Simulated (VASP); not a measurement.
# MoS2 (R3m) in VASP: further runs, part 2 of 2

VASP 6.6.1. Earlier steps stand in the parts before.

## Step 4: Single point, PBE

This run uses another cell than the first one: it holds 9 atoms, not 3.

File INCAR:

```
SYSTEM = MoS2
PREC     = Accurate       ! precision mode
ENCUT    = 520            ! plane-wave cutoff, eV
EDIFF    = 1E-7           ! SCF threshold, eV
ISMEAR   = 0              ! smearing method
SIGMA    = 0.02           ! smearing width, eV
LREAL    = .FALSE.        ! projectors in reciprocal space
LASPH    = .TRUE.         ! aspherical terms in the spheres
NELM     = 80             ! most SCF steps
ALGO     = Normal         ! electronic algorithm
ISIF     = 2              ! what is computed and relaxed
LWAVE    = .FALSE.        ! write WAVECAR
LCHARG   = .TRUE.         ! write CHGCAR
GGA      = PE             ! functional
LELF     = .TRUE.         ! ELF
LVHAR    = .TRUE.       
NBANDS   = 49             ! bands
```

File KPOINTS:

```
regular mesh
0
G
  12 12 2
  0 0 0
```

File POSCAR:

```
MoS2
1.0
    3.1851766542      0.0000000000      0.0000000000
   -1.5925883271      2.7584438980      0.0000000000
    0.0000000000      0.0000000000     22.3149950754
Mo S
3 6
Direct
    0.0000000000      0.0000000000      0.0002222414
    0.6666666667      0.3333333333      0.3335555747
    0.3333333333      0.6666666667      0.6668889081
    0.3333333333      0.6666666667      0.2635335775
    0.6666666667      0.3333333333      0.0702431811
    0.0000000000      0.0000000000      0.5968669108
    0.3333333333      0.6666666667      0.4035765145
    0.6666666667      0.3333333333      0.9302002441
    0.0000000000      0.0000000000      0.7369098478
```

Potentials or basis: VASP PAW PBE potentials, release 64 (Mo_sv, S).

Command:

```bash
$ cat potpaw_PBE.64/Mo_sv/POTCAR potpaw_PBE.64/S/POTCAR > POTCAR
$ mpirun -np 1 vasp_std > vasp.out
```

OUTCAR:

```text
SYSTEM = MoS2
   PREC = Accurate
   ENCUT = 520
   EDIFF = 1E-7
   ISMEAR = 0
   LREAL = .FALSE.
   LASPH = .TRUE.
   NELM = 80
   ISIF = 2
   GGA = PE

 ion  position               nearest neighbor table
   1  0.000  0.000  0.000-   5 2.41   5 2.41   5 2.41   8 2.41   8 2.41   8 2.41
   2  0.667  0.333  0.334-   7 2.41   7 2.41   7 2.41   4 2.41   4 2.41   4 2.41
   3  0.333  0.667  0.667-   9 2.41   9 2.41   9 2.41   6 2.41   6 2.41   6 2.41
   4  0.333  0.667  0.264-   2 2.41   2 2.41   2 2.41
   5  0.667  0.333  0.070-   1 2.41   1 2.41   1 2.41
   6  0.000  0.000  0.597-   3 2.41   3 2.41   3 2.41
   7  0.333  0.667  0.404-   2 2.41   2 2.41   2 2.41
[... 1477 lines left out ...]
  external PRESSURE =      -1.0976505 kB  Pullay stress =       0.0000000 kB

 VOLUME and BASIS-vectors are now :
 -----------------------------------------------------------------------------
  energy-cutoff  :      520.00
  volume of cell :      196.06
      direct lattice vectors                 reciprocal lattice vectors
     3.185176654  0.000000000  0.000000000     0.313954329  0.181261617  0.000000000
    -1.592588327  2.758443898  0.000000000     0.000000000  0.362523233  0.000000000
     0.000000000  0.000000000 22.314995075     0.000000000  0.000000000  0.044812916

 POSITION                                       TOTAL-FORCE (eV/Angst)
 -----------------------------------------------------------------------------------
      0.00000      0.00000      0.00496        -0.000000      0.000000     -0.000049
      1.59259      0.91948      7.44329        -0.000000      0.000000     -0.000049
     -0.00000      1.83896     14.88162        -0.000000      0.000000     -0.000049
     -0.00000      1.83896      5.88075         0.000000     -0.000000      0.010973
      1.59259      0.91948      1.56748         0.000000     -0.000000     -0.010924
      0.00000      0.00000     13.31908         0.000000     -0.000000      0.010973
     -0.00000      1.83896      9.00581         0.000000     -0.000000     -0.010924
      1.59259      0.91948     20.75741         0.000000     -0.000000      0.010973
      0.00000      0.00000     16.44414         0.000000     -0.000000     -0.010924
 -----------------------------------------------------------------------------------
    total drift:                                0.000000      0.000000     -0.000122

  FREE ENERGIE OF THE ION-ELECTRON SYSTEM (eV)
  ---------------------------------------------------
  free  energy   TOTEN  =       -65.5728633044 eV

  energy  without entropy=      -65.5728633044  energy(sigma->0) =      -65.57286330
```

OSZICAR:

```text
N       E                     dE             d eps       ncg     rms          rms(c)
DAV:   1     0.679082454855E+03    0.67908E+03   -0.41665E+04  4204   0.147E+03
DAV:   2    -0.265172363808E+02   -0.70560E+03   -0.68171E+03  4496   0.377E+02
DAV:   3    -0.688895833441E+02   -0.42372E+02   -0.41606E+02  4680   0.818E+01
DAV:   4    -0.701080835299E+02   -0.12185E+01   -0.12107E+01  4702   0.134E+01
DAV:   5    -0.701432478120E+02   -0.35164E-01   -0.35136E-01  4742   0.226E+00    0.406E+01
DAV:   6    -0.667904672384E+02    0.33528E+01   -0.27119E+01  4067   0.244E+01    0.157E+01
DAV:   7    -0.661693092104E+02    0.62116E+00   -0.11471E+01  4166   0.161E+01    0.987E+00
DAV:   8    -0.655719586705E+02    0.59735E+00   -0.20261E+00  4472   0.710E+00    0.323E+00
DAV:   9    -0.655891461318E+02   -0.17187E-01   -0.21041E-01  4732   0.180E+00    0.164E+00
DAV:  10    -0.655731100069E+02    0.16036E-01   -0.79950E-02  4429   0.145E+00    0.510E-01
DAV:  11    -0.655730090699E+02    0.10094E-03   -0.43445E-03  4562   0.322E-01    0.213E-01
DAV:  12    -0.655728276425E+02    0.18143E-03   -0.74349E-04  4647   0.119E-01    0.782E-02
DAV:  13    -0.655728527926E+02   -0.25150E-04   -0.41594E-04  4476   0.831E-02    0.216E-02
DAV:  14    -0.655728591776E+02   -0.63850E-05   -0.26152E-05  4766   0.246E-02    0.110E-02
DAV:  15    -0.655728633335E+02   -0.41558E-05   -0.78562E-06  3972   0.122E-02    0.647E-03
DAV:  16    -0.655728631824E+02    0.15109E-06   -0.14202E-06  4850   0.629E-03    0.175E-03
DAV:  17    -0.655728633560E+02   -0.17368E-06   -0.85473E-08  3161   0.152E-03    0.156E-03
DAV:  18    -0.655728633044E+02    0.51659E-07   -0.24582E-08  2502   0.927E-04
   1 F= -.65572863E+02 E0= -.65572863E+02  d E =-.170480E-79
```

stdout:

```text
POSCAR found type information on POSCAR MoS
 POSCAR found :  2 types and       9 ions
 scaLAPACK will be used
 LDA part: xc-table for (Slater+PW92), standard interpolation
 POSCAR, INCAR and KPOINTS ok, starting setup
 FFT: planning ... GRIDC
 FFT: planning ... GRID_SOFT
 FFT: planning ... GRID
 WAVECAR not read
 entering main loop
```

Run time: 3.1 min. Hardware: 1 thread of Intel Xeon Platinum 8481C at 2.70GHz (Sapphire Rapids), shared host; peak memory 0.47 GiB.

What came out:

```
Free energy            : -65.5729 eV
Pressure               : -0.1 GPa
Largest force          : 0.011 eV/Å
Band gap on the k mesh : 1.46 eV
```

Forces on the atoms (eV/Å):
```
Mo   0.000  0.000  0.000
Mo   0.000  0.000  0.000
Mo   0.000  0.000  0.000
S    0.000  0.000  0.011
S    0.000  0.000 -0.011
S    0.000  0.000  0.011
S    0.000  0.000 -0.011
S    0.000  0.000  0.011
S    0.000  0.000 -0.011
```

Caveat: this functional lacks dispersion, which binds the layers, so the pressure and a relaxed spacing across them are unreliable. A k mesh can miss the band edges.

## Step 5: Single point, PBE

This run uses another cell than the first one, of 14.35 Å³/atom.

File INCAR:

```
SYSTEM = MoS2
ALGO     = Normal         ! electronic algorithm
EDIFF    = 1E-6           ! SCF threshold, eV
ENCUT    = 520            ! plane-wave cutoff, eV
GGA      = PE             ! functional
ISIF     = 2              ! what is computed and relaxed
ISMEAR   = 0              ! smearing method
LASPH    = .TRUE.         ! aspherical terms in the spheres
LCHARG   = .FALSE.        ! write CHGCAR
LREAL    = .FALSE.        ! projectors in reciprocal space
LWAVE    = .FALSE.        ! write WAVECAR
NBANDS   = 20             ! bands
NELM     = 80             ! most SCF steps
PREC     = Accurate       ! precision mode
SIGMA    = 0.02           ! smearing width, eV
```

File KPOINTS:

```
k-points
0
G
  12 12 12
  0 0 0
```

File POSCAR:

```
MoS2
1.0
    1.5180756351      0.8764613766      5.3919075688
   -1.5180756351      0.8764613766      5.3919075688
    0.0000000000     -1.7529227531      5.3919075688
Mo S
1 2
Direct
    0.9995941002      0.9995941002      0.9995941002
    0.4300028725      0.4300028725      0.4300028725
    0.2364040272      0.2364040272      0.2364040272
```

Command:

```bash
$ cat potpaw_PBE.64/Mo_sv/POTCAR potpaw_PBE.64/S/POTCAR > POTCAR
$ mpirun -np 1 vasp_std > vasp.out
```

Wall time 3.3 min (1 thread of AMD EPYC 9R45 (Zen 5), shared host); peak memory 0.32 GiB.

The run converged. Its results:

```yaml
Free_energy: -21.0955 eV
Pressure: 24.8 GPa
Largest_force: 0.026 eV/Å
Band_gap_on_the_k_mesh: 0.06 eV (least direct gap 1.40 eV)
```

Forces in eV/Å, atoms in the order of the input:
```
Mo   0.000  0.000  0.002
S    0.000  0.000 -0.026
S    0.000  0.000  0.024
```

Levels at points of the mesh, in eV from the valence-band top:
| k point | band 9 | band 10 | band 11 | band 12 | band 13 | band 14 | band 15 | band 16 | band 17 | band 18 |
| --- | --- | --- | --- | --- | --- | --- | --- | --- | --- | --- |
| (0.00, 0.00, 0.00) | -4.00 | -2.91 | -2.91 | -2.41 | -0.51 | 1.30 | 1.30 | 2.18 | 2.18 | 5.59 |
| (0.50, 0.00, 0.00) | -5.99 | -5.00 | -2.96 | -2.35 | -1.80 | 1.47 | 1.59 | 2.29 | 3.45 | 5.14 |
| (0.50, 0.50, 0.00) | -5.73 | -4.58 | -4.16 | -2.84 | -2.05 | 1.31 | 1.83 | 2.70 | 4.02 | 5.65 |
| (0.50, 0.50, 0.50) | -4.09 | -4.09 | -2.73 | -2.73 | 0.00 | 1.40 | 1.40 | 1.89 | 1.89 | 5.38 |

Caveat: the cell stands under pressure. A k mesh can miss the band edges.

## Step 6: The runs side by side

```csv
level,cell,k mesh,gap on the mesh (eV),pressure (GPa),largest force (eV/Å)
PBE+D3(BJ),"a = 6.340 Å, angles 28.8°, 3 atoms, atomic positions A","12 × 12 × 12, shifted",0.89,-0.7,0.01
PBE+D3(BJ),"a = 7.662 Å, angles 24.0°, 3 atoms, atomic positions B","12 × 12 × 12, shifted",1.47,-2.6,0.06
PBE,"a = 3.185, b = 3.185, c = 22.315 Å, angles 90.0, 90.0, 120.0°, 9 atoms, atomic positions C",12 × 12 × 2,1.46,-0.1,0.01
PBE,"a = 5.670 Å, angles 31.1°, 3 atoms, atomic positions D",12 × 12 × 12,0.06,24.8,0.03
```

Alike in all rows: task single point; potentials or basis VASP PAW PBE potentials, release 64 (Mo_sv, S); no spin polarisation; cutoff (eV) 520; smearing gaussian 0.02 eV.

Caveats: three body term missing (at least some runs); a shifted mesh leaves out Γ, where band edges can lie (at least some runs); this functional lacks dispersion, which binds the layers, so the pressure and a relaxed spacing across them are unreliable (at least some runs); the cell stands under pressure (at least some runs).

Total energies depend on the potentials used, so only differences within one code and one set of settings carry meaning.
